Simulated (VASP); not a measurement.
Input of a VASP 6.6.1 run:

The input INCAR:

```
SYSTEM = Ge
  PREC = Accurate
  ENCUT = 520
  EDIFF = 1E-7
  ISMEAR = 0
  SIGMA = 0.1
  LREAL = .False.
  LASPH = .True.
  NELM = 80
  ALGO = Normal
  ISIF = 2
  LWAVE = .False.
  LCHARG = .False.
  GGA = PS
  IVDW = 12
  NBANDS = 36
```

File KPOINTS:

```
Automatic mesh
0
Gamma
  6 6 2
  0 0 0
```

POSCAR

```
Ge
1.0
    4.0504045371      0.0000000000      0.0000000000
   -2.0252022686      3.5077532247      0.0000000000
    0.0000000000      0.0000000000     10.9933590000
Ge
4
Direct
    0.0000000000      0.0000000000      0.9774520000
    0.0000000000      0.0000000000      0.4774520000
    0.3333333300      0.6666666700      0.9148480000
    0.6666666700      0.3333333300      0.4148480000
```

Potentials or basis: VASP PAW PBE potentials, release 64 (Ge_d).

Run with:

```sh
$ cat potpaw_PBE.64/Ge_d/POTCAR > POTCAR
$ mpirun -np 1 vasp_std > vasp.out
```

Question: Estimate the pressure.

Answer: -2.4 GPa.

Question: What does it give for the largest force?

Answer: 0.147 eV/Å.

Question: Predict the dispersion energy per atom.

Answer: -0.190 eV.

Question: What does it give for the band gap on the k mesh?

Answer: Zero (filled and empty bands touch).

Stress tensor (GPa, compression positive):
```
-2.76  0.00  0.00
 0.00 -2.76  0.00
 0.00  0.00 -1.63
```

Caveat: semilocal functionals underestimate gaps, so a narrow gap can read as zero; the PAW data sets were made with another functional, which shifts forces and pressure a little.
